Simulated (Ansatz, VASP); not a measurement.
## One calculation of Ga4As3P, two programs

```
Ga P As
1.0
     5.68291    0.00000    0.00000
     0.00000    5.68291    0.00000
     0.00000    0.00000    5.68291
Ga P As
4 1 3
Cartesian
  4.2356 4.2356 4.2356
  4.2356 1.4474 1.4474
  1.4474 4.2356 1.4474
  1.4474 1.4474 4.2356
  2.8415 2.8415 2.8415
  0.0000 0.0000 2.8415
  0.0000 2.8415 0.0000
  2.8415 0.0000 0.0000
```

Alike in both runs: task single point; functional PBE; k mesh 6 × 6 × 6; occupations gaussian, width 0.02 eV; no spin polarisation.

|  | VASP | Ansatz |
| --- | --- | --- |
| version | VASP 6.6.1 | Ansatz 0.2.0 |
| potentials or method | VASP PAW PBE potentials, release 64 (Ga_d, P, As), cutoff 520 eV | scalar-relativistic, plane waves, PAW |
| valence electrons in the cell | 72 | 102 |

VASP gave:

* gap on the k mesh at the Fermi level (eV): 0.49
* pressure (GPa): 0.2

Task: What did Ansatz give for the same quantities?

Result: gap on the k mesh at the Fermi level (eV): 0.49; pressure (GPa): 0.0.

With one functional, cell and mesh, what is left measures potentials, basis and numerics. VASP's potentials hold 72 valence electrons a cell and Ansatz's 102, so a difference there can come from the potentials and not from the codes.
